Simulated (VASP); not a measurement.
Set up this calculation in VASP 6.6.1, as the native input.

| Property | Result |
| --- | --- |
| Task | electric field gradients |
| Functional | LDA |
| Potentials or basis | VASP PAW LDA potentials, release 64 (Na_pv, I) |
| Cutoff | 520 eV |
| k mesh | 8 × 8 × 8 |
| Occupations | fermi-dirac, width 0.02 eV |
| Spin | no spin polarisation |
| Dipole correction | no |
| Further INCAR settings | ALGO = Normal; EDIFF = 1e-08; NBANDS = 14 |

The structure of NaI lies in POSCAR:

```
NaI
1.0
    0.0000000000      3.1703324822      3.1703324822
    3.1703324822      0.0000000000      3.1703324822
    3.1703324822      3.1703324822      0.0000000000
Na I
1 1
Direct
    0.0000000000      0.0000000000      0.0000000000
    0.5000000000      0.5000000000      0.5000000000
```

These files were run (other wordings do the same):

INCAR

```
SYSTEM = NaI
PREC = Accurate ; ENCUT = 520
EDIFF = 1E-8 ; ISMEAR = -1
SIGMA = 0.02 ; LREAL = .False.
LASPH = .True. ; NELM = 80
ALGO = Normal ; ISIF = 2
LWAVE = .False. ; LCHARG = .False.
LEFG = .True. ; NBANDS = 14
```

KPOINTS

```
Automatic mesh
0
Gamma
  8 8 8
  0 0 0
```

Potentials or basis: VASP PAW LDA potentials, release 64 (Na_pv, I).

Run with:

```sh
$ cat potpaw_LDA.64/Na_pv/POTCAR potpaw_LDA.64/I/POTCAR > POTCAR
$ mpirun -np 1 vasp_std > vasp.out
```

Results of the run:

- Pressure: -0.7 GPa
- Band gap on the k mesh: 3.52 eV
- Largest electric field gradient by atom: zero within the noise of the run

Caveat: spin-orbit coupling is left out, which moves the levels of the heavy elements.

Wall time 21 s on 1 thread of Intel(R) Xeon(R) Platinum 8259CL CPU @ 2.50GHz (Skylake/Cascade Lake) (shared host), peak memory 0.18 GiB.
